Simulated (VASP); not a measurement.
The system is CdS.

```
CELL_PARAMETERS angstrom
4.16884 0.00000 0.00000
-2.08442 3.61032 0.00000
0.00000 0.00000 6.77962
ATOMIC_POSITIONS crystal
Cd 0.66667 0.33333 0.50022
Cd 0.33333 0.66667 0.00022
S 0.66667 0.33333 0.87678
S 0.33333 0.66667 0.37678
```

```yaml
Program: VASP 6.6.1
Task: relaxation of cell and atoms
Functional: PBEsol
Potentials_or_basis: VASP PAW PBE potentials, release 64 (Cd, S)
Cutoff: 600 eV
k_mesh: 6 × 6 × 4
Occupations: fermi-dirac, width 0.03 eV
Spin: no spin polarisation
```

At the start: pressure -1.5 GPa; volume 25.51 Å³/atom.

Where does the relaxation end?

Over 3 steps the energy falls by 3.1 meV/atom and the volume is 24.86 Å³/atom (-2.6 %); space group P6_3mc (No. 186, to 0.05 Å).

Step by step:
```
step  energy change (eV)  largest force (eV/Å)  pressure (GPa)  volume (Å³)
   1              0.0000                0.0036           -1.53       102.04
   2             -0.0109                0.0020            0.60        98.48
   3             -0.0126                0.0003            0.00        99.43
```

Final structure:
```xyz
4
Lattice="4.1328 0.0000 0.0000 -2.0664 3.5791 0.0000 0.0000 0.0000 6.7221" Properties=species:S:1:pos:R:3 pbc="T T T"
Cd    2.0664    1.1930    3.3624
Cd    0.0000    2.3861    0.0014
S     2.0664    1.1930    5.8939
S     0.0000    2.3861    2.5328
```

Caveat: the PAW data sets were made with another functional, which shifts forces and pressure a little.
